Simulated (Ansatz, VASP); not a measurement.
## One calculation of RbBr, two programs

```
CELL_PARAMETERS angstrom
-2.49028 3.48674 2.47861
2.49028 -3.48674 2.47861
2.49028 3.48674 -2.47861
ATOMIC_POSITIONS crystal
Rb 0.50000 0.50000 0.00000
Br 0.00000 0.50000 0.50000
```

Alike in both runs: functional PBE; k mesh 4 × 4 × 4; occupations gaussian, width 0.15 eV; no spin polarisation.

Ansatz relaxed the structure, and its values are those at the end. VASP's run is a single point on that final structure, the one shown.

```csv
,VASP,Ansatz
version,VASP 6.6.1,Ansatz 0.2.0
potentials or method,"VASP PAW PBE potentials, release 64 (Rb_sv, Br), cutoff 500 eV","scalar-relativistic, plane waves, PAW"
valence electrons in the cell,16,16
```

```csv
,VASP,Ansatz,Ansatz less VASP
gap on the k mesh at the Fermi level (eV),4.19,4.20,+0.002
least direct gap on the mesh (eV),4.19,4.20,+0.002
pressure (GPa),0.1,0.0,-0.01
```

With one functional, cell and mesh, what is left measures potentials, basis and numerics.

The k mesh is coarse, so the values compare programs but aren't converged.
